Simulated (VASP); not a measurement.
# SiC (F-43m) in VASP: a series of runs

Runs on SiC. Level: PBE. Tasks: single point, relaxation of cell and atoms.

Everything below comes from runs of VASP 6.6.1. Logs are shortened: lines on timing, memory, paths and dates and some standing lists are left out, and cuts for length are marked.

**1. The cell of the first run**

It takes space group F-43m (No. 216, cubic). The conventional cell has a = 4.380 Å, b = 4.380 Å, c = 4.380 Å, α = 90.00°, β = 90.00°, γ = 90.00°. Si (site symmetry -43m) has 4 C at 1.90 Å within 2.5 Å. Within 2.5 Å of C (site symmetry -43m) lie 4 Si at 1.90 Å.

**2. Single point, PBE**

Input file INCAR:

```
SYSTEM = SiC
PREC = Accurate
ENCUT = 600
EDIFF = 1E-6
ISMEAR = 0
SIGMA = 0.01
LREAL = .FALSE.
LASPH = .TRUE.
NELM = 120
ALGO = Normal
ISIF = 2
LWAVE = .FALSE.
LCHARG = .FALSE.
GGA = PE
NBANDS = 11
GGA_COMPAT = .FALSE.
```

Input file KPOINTS:

```
regular mesh
0
G
  11 11 11
  0 0 0
```

Input file POSCAR:

```
SiC
1.0
    0.0000000000      2.1898524999      2.1898524999
    2.1898524999      0.0000000000      2.1898524999
    2.1898524999      2.1898524999      0.0000000000
Si C
1 1
Direct
    0.7500000000      0.7500000000      0.7500000000
    0.0000000000      0.0000000000      0.0000000000
```

Potentials or basis: VASP PAW PBE potentials, release 64 (Si, C).

Started as:

```sh
$ cat potpaw_PBE.64/Si/POTCAR potpaw_PBE.64/C/POTCAR > POTCAR
$ mpirun -np 1 vasp_std > vasp.out
```

OUTCAR:

```text
SYSTEM = SiC
   PREC = Accurate
   ENCUT = 600
   EDIFF = 1E-6
   ISMEAR = 0
   LREAL = .FALSE.
   LASPH = .TRUE.
   NELM = 120
   ISIF = 2
   GGA = PE

 ion  position               nearest neighbor table
   1  0.750  0.750  0.750-   2 1.90   2 1.90   2 1.90   2 1.90
   2  0.000  0.000  0.000-   1 1.90   1 1.90   1 1.90   1 1.90

  LATTYP: Found a face centered cubic cell.
 ALAT       =     4.3797049998

  Lattice vectors:

 A1 = (   0.0000000000,   2.1898524999,   2.1898524999)
 A2 = (   2.1898524999,   0.0000000000,   2.1898524999)
 A3 = (   2.1898524999,   2.1898524999,   0.0000000000)

Analysis of symmetry for initial positions (statically):
=====================================================================
 Subroutine PRICEL returns:
 Original cell was already a primitive cell.

 Routine SETGRP: Setting up the symmetry group for a
 face centered cubic supercell.

 Subroutine GETGRP returns: Found 24 space group operations
 (whereof 24 operations were pure point group operations)
 out of a pool of 48 trial point group operations.

The static configuration has the point symmetry T_d .

Analysis of symmetry for dynamics (positions and initial velocities):
=====================================================================
 Subroutine PRICEL returns:
 Original cell was already a primitive cell.

 Routine SETGRP: Setting up the symmetry group for a
 face centered cubic supercell.

 Subroutine GETGRP returns: Found 24 space group operations
 (whereof 24 operations were pure point group operations)
 out of a pool of 48 trial point group operations.

The dynamic configuration has the point symmetry T_d .

 Subroutine INISYM returns: Found 24 space group operations
 (whereof 24 operations are pure point group operations),
 and found     1 'primitive' translations

----------------------------------------------------------------------------------------

                                     Primitive cell

  volume of cell :      21.0027

  direct lattice vectors                    reciprocal lattice vectors
     0.000000000  2.189852500  2.189852500    -0.228325880  0.228325880  0.228325880
     2.189852500  0.000000000  2.189852500     0.228325880 -0.228325880  0.228325880
     2.189852500  2.189852500  0.000000000     0.228325880  0.228325880 -0.228325880

  length of vectors
     3.096919105  3.096919105  3.096919105     0.395472026  0.395472026  0.395472026

  position of ions in fractional coordinates (direct lattice)
     0.750000000  0.750000000  0.750000000
     0.000000000  0.000000000  0.000000000

  ion indices of the primitive-cell ions
   primitive index   ion index
                 1           1
                 2           2

----------------------------------------------------------------------------------------

 KPOINTS: regular mesh

Automatic generation of k-mesh.
 Grid dimensions read from file:
 generate k-points for:   11   11   11

 Generating k-lattice:

  Cartesian coordinates                     Fractional coordinates (reciprocal lattice)
    -0.020756898  0.020756898  0.020756898     0.090909091  0.000000000  0.000000000
     0.020756898 -0.020756898  0.020756898     0.000000000  0.090909091  0.000000000
     0.020756898  0.020756898 -0.020756898     0.000000000  0.000000000  0.090909091

  Length of vectors
     0.035952002  0.035952002  0.035952002

  Shift w.r.t. Gamma in fractional coordinates (k-lattice)
     0.000000000  0.000000000  0.000000000

 Subroutine IBZKPT returns following result:
 ===========================================

 Found     56 irreducible k-points:

 Following reciprocal coordinates:
            Coordinates               Weight
  0.000000  0.000000  0.000000      1.000000
  0.090909  0.000000  0.000000      8.000000
  0.181818  0.000000  0.000000      8.000000
  0.272727  0.000000  0.000000      8.000000
  0.363636  0.000000  0.000000      8.000000
  0.454545  0.000000  0.000000      8.000000
[... 16 lines left out ...]
 -0.272727  0.181818  0.000000     24.000000
 -0.181818  0.181818  0.000000     12.000000
 [... further k-points ...]
   k-points           NKPTS =     56   k-points in BZ     NKDIM =     56   number of bands    NBANDS=     11
   number of dos      NEDOS =    301   number of ions     NIONS =      2
   total plane-waves  NPLWV =  21952
   dimension x,y,z NGX =    28 NGY =   28 NGZ =   28
   dimension x,y,z NGXF=    56 NGYF=   56 NGZF=   56
   ions per type =               1   1
   NGX,Y,Z   is equivalent  to a cutoff of  15.03, 15.03, 15.03 a.u.
   NGXF,Y,Z  is equivalent  to a cutoff of  30.06, 30.06, 30.06 a.u.
 SYSTEM =  SiC
   PREC   = accura    normal or accurate (medium, high low for compatibility)
   ISTART =      0    job   : 0-new  1-cont  2-samecut
   ICHARG =      2    charge: 1-file 2-atom 10-const
   ISPIN  =      1    spin polarized calculation?
   LNONCOLLINEAR =      F non collinear calculations
   LSORBIT =      F    spin-orbit coupling
   LASPH  =      T    aspherical Exc in radial PAW
   ENCUT  =  600.0 eV  44.10 Ry    6.64 a.u.   6.19  6.19  6.19*2*pi/ulx,y,z
   NELM   =    120;   NELMIN=  2; NELMDL= -5     # of ELM steps
   EDIFF  = 0.1E-05   stopping-criterion for ELM
   LREAL  =      F    real-space projection
   EDIFFG = 0.1E-04   stopping-criterion for IOM
   NSW    =      0    number of steps for IOM
   IBRION =     -1    ionic relax: 0-MD 1-quasi-New 2-CG
   NFREE  =      0    steps in history (QN), initial steepest desc. (CG)
   ISIF   =      2    stress and relaxation
   ISYM   =      2    0-nonsym 1-usesym 2-fastsym
   POTIM  = 0.5000    time-step for ionic-motion
   TEBEG  =    0.0;   TEEND  =   0.0 temperature during run
   PSTRESS=    0.0 pullay stress
   NELECT =       8.0000    total number of electrons
   NUPDOWN=      -1.0000    fix difference up-down
   EMIN   =  10.00;   EMAX   =-10.00  energy-range for DOS
   EFERMI =   0.00;   METHOD = LEGACY
   ISMEAR =     0;   SIGMA  =   0.01  broadening in eV -4-tet -1-fermi 0-gaus
   EFERMI_NEDOS =   21; number of points for ismear=-14 and -15
   IALGO  =     38    algorithm
   IMIX   =      4    mixing-type and parameters
     AMIX     =   0.40;   BMIX     =  1.00
     AMIX_MAG =   1.60;   BMIX_MAG =  1.00
  volume/ion in A,a.u.               =      10.50        70.87
  Fermi-wavevector in a.u.,A,eV,Ry     =   1.186716  2.242567 19.161000  1.408294
  Thomas-Fermi vector in A             =   2.322882
   LORBIT       =      0    0 simple, 1 ext, 2 COOP (PROOUT), +10 PAW based schemes
   GGA     = PE    functional components
   LHFCALC =     F    Hartree Fock is set to
   AEXX    =    0.0000 exact exchange contribution
   IVDW    =     0    specifies the selected vdW correction
   LEPSILON=     F    determine dielectric tensor
   LRPA    =     F    only Hartree local field effects (RPA)
 non-spin polarized calculation
 Gauss-broadening in eV      SIGMA  =   0.01
  energy-cutoff  :      600.00
  volume of cell :       21.00
 maximum number of plane-waves:       725
 NGX is ok and might be reduce to    28
   NGX = 13   NGY = 13   NGZ = 13

 number of electron       8.0000000 magnetization

 Free energy of the ion-electron system (eV)
  ---------------------------------------------------
  ext. energy  EPLUGINS =         0.00000000
  ---------------------------------------------------
  free energy    TOTEN  =       -15.06227219 eV

  energy without entropy =      -15.06227219  energy(sigma->0) =      -15.06227219

 E-fermi :   8.0062     XC(G=0): -11.2913

 val. band max:        7.9397514673   @ k =   0.0000   0.0000   0.0000
 cond. band min:       9.4065486002   @ k =   0.4545   0.4545   0.0000
 fundamental gap:      1.4667971330
 Fermi energy:         8.0061624634

 k-point     1 :       0.0000    0.0000    0.0000
  band No.  band energies     occupation
      1      -7.3468      2.00000
      2       7.9398      2.00000
      3       7.9398      2.00000
      4       7.9398      2.00000
      5      13.9987      0.00000
      6      15.1451      0.00000
      7      15.1451      0.00000
      8      15.1451      0.00000
      9      22.3605      0.00000
     10      22.3605      0.00000
     11      24.1906      0.00000

 k-point     2 :       0.0909    0.0000    0.0000
  band No.  band energies     occupation
      1      -7.1871      2.00000
      2       7.0904      2.00000
      3       7.8283      2.00000
      4       7.8283      2.00000
      5      14.2699      0.00000
      6      15.3322      0.00000
      7      15.3489      0.00000
      8      15.3489      0.00000
      9      21.5342      0.00000
     10      21.5342      0.00000
     11      24.1552      0.00000

 k-point     3 :       0.1818    0.0000    0.0000
  band No.  band energies     occupation
      1      -6.7140      2.00000
      2       5.2413      2.00000
      3       7.5614      2.00000
      4       7.5614      2.00000
      5      14.0882      0.00000
      6      15.7080      0.00000
      7      15.7080      0.00000
      8      16.3517      0.00000
      9      20.7889      0.00000
     10      20.7889      0.00000
     11      23.3570      0.00000

 k-point     4 :       0.2727    0.0000    0.0000
  band No.  band energies     occupation
      1      -5.9499      2.00000
      2       3.1531      2.00000
      3       7.2653      2.00000
      4       7.2653      2.00000
      5      13.7058      0.00000
      6      15.7118      0.00000
      7      15.7118      0.00000
      8      17.3727      0.00000
      9      21.2023      0.00000
     10      21.2023      0.00000
     11      22.9093      0.00000

 k-point     5 :       0.3636    0.0000    0.0000
  band No.  band energies     occupation
      1      -4.9620      2.00000
      2       1.1888      2.00000
      3       7.0322      2.00000
      4       7.0322      2.00000
      5      13.4102      0.00000
      6      15.3938      0.00000
      7      15.3938      0.00000
      8      17.8413      0.00000
      9      22.6961      0.00000
     10      22.6961      0.00000
     11      23.2301      0.00000
[... 211 lines left out ...]
 k-point    21 :      -0.4545    0.1818    0.0000
  band No.  band energies     occupation
      1      -3.3938      2.00000
      2       0.0089      2.00000
      3       4.7425      2.00000
      4       6.2144      2.00000
      5      12.6733      0.00000
      6      15.8257      0.00000
      7      16.7834      0.00000
      8      18.8167      0.00000
      9      21.9063      0.00000
     10      24.1570      0.00000
     11      26.2817      0.00000

 k-point    22 :      -0.3636    0.1818    0.0000
  band No.  band energies     occupation
      1      -3.8085      2.00000
      2       0.5825      2.00000
      3       4.4975      2.00000
      4       6.5647      2.00000
      5      13.1755      0.00000
      6      15.7819      0.00000
      7      16.5038      0.00000
      8      18.7749      0.00000
      9      21.9159      0.00000
     10      22.7960      0.00000
     11      26.2911      0.00000

 k-point    23 :      -0.2727    0.1818    0.0000
  band No.  band energies     occupation
      1      -4.7917      2.00000
      2       2.1150      2.00000
      3       4.5588      2.00000
      4       7.0181      2.00000
      5      13.9228      0.00000
      6      15.8147      0.00000
      7      16.3390      0.00000
      8      17.6890      0.00000
      9      20.1001      0.00000
     10      23.4230      0.00000
     11      26.5378      0.00000

 k-point    24 :      -0.1818    0.1818    0.0000
  band No.  band energies     occupation
      1      -5.6945      2.00000
      2       3.6361      2.00000
      3       5.1752      2.00000
      4       7.4491      2.00000
      5      14.7095      0.00000
      6      15.5748      0.00000
      7      16.0422      0.00000
      8      16.8355      0.00000
      9      19.2920      0.00000
     10      22.8015      0.00000
     11      26.7049      0.00000

 [... further k-points ...]

------------------------ aborting loop because EDIFF is reached ----------------------------------------

  FORCE on cell =-STRESS in cart. coord.  units (eV):
  Direction    XX          YY          ZZ          XY          YZ          ZX
  --------------------------------------------------------------------------------------
  -------------------------------------------------------------------------------------
  Total       -0.0234995     -0.0234995     -0.0234995      0.0000000      0.0000000     -0.0000000
  in kB       -1.7926482     -1.7926482     -1.7926482      0.0000000      0.0000000     -0.0000000
  external PRESSURE =      -1.7926482 kB  Pullay stress =       0.0000000 kB

 VOLUME and BASIS-vectors are now :
 -----------------------------------------------------------------------------
  energy-cutoff  :      600.00
  volume of cell :       21.00
      direct lattice vectors                 reciprocal lattice vectors
     0.000000000  2.189852500  2.189852500    -0.228325880  0.228325880  0.228325880
     2.189852500  0.000000000  2.189852500     0.228325880 -0.228325880  0.228325880
     2.189852500  2.189852500  0.000000000     0.228325880  0.228325880 -0.228325880

 POSITION                                       TOTAL-FORCE (eV/Angst)
 -----------------------------------------------------------------------------------
      3.28478      3.28478      3.28478         0.000000      0.000000      0.000000
      0.00000      0.00000      0.00000        -0.000000     -0.000000     -0.000000
 -----------------------------------------------------------------------------------
    total drift:                               -0.000000     -0.000000     -0.000000

  FREE ENERGIE OF THE ION-ELECTRON SYSTEM (eV)
  ---------------------------------------------------
  free  energy   TOTEN  =       -15.0622721948 eV

  energy  without entropy=      -15.0622721948  energy(sigma->0) =      -15.06227219
```

It took 8.1 s on 1 thread of Intel Xeon 6975P-C (Granite Rapids), shared host; peak memory 0.15 GiB.

Results:

```yaml
Free_energy: -15.0623 eV
Pressure: -0.2 GPa
Band_gap_on_the_k_mesh: 1.47 eV (least direct gap 4.58 eV)
```

Caveat: an odd mesh through Γ misses points on the zone boundary, where band edges can lie.

[end of part 1 of 2]
